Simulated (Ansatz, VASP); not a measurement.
**Zn3GeO: VASP beside Ansatz**

```xyz
5
Lattice="3.5000 0.0000 0.0000 0.0000 3.5000 0.0000 0.0000 0.0000 5.8626" Properties=species:S:1:pos:R:3 pbc="T T T"
Zn    0.0000    0.0000    4.8393
Zn    0.0000    0.0000    1.0233
Zn    1.7500    1.7500    0.0000
Ge    0.0000    0.0000    2.9313
O     1.7500    1.7500    2.9313
```

Alike in both runs: task single point; functional PBE; k mesh 6 × 6 × 4; occupations gaussian, width 0.1 eV; no spin polarisation.

|  | VASP | Ansatz |
| --- | --- | --- |
| version | VASP 6.6.1 | Ansatz 0.2.0 |
| potentials or method | VASP PAW PBE potentials, release 64 (Zn, Ge_d, O), cutoff 520 eV | scalar-relativistic, plane waves, PAW |
| valence electrons in the cell | 56 | 56 |

VASP gave:

```
gap on the k mesh at the Fermi level (eV) : none
rms of the force components (eV/Å)        : 1.879
```

**Question.** Which values does Ansatz return?

**Answer.** gap on the k mesh at the Fermi level (eV): none; rms of the force components (eV/Å): 1.833.

Atom by atom the forces differ by 0.046 eV/Å (rms over components). A gap of «none» marks a metal or a gap that the smearing closes.
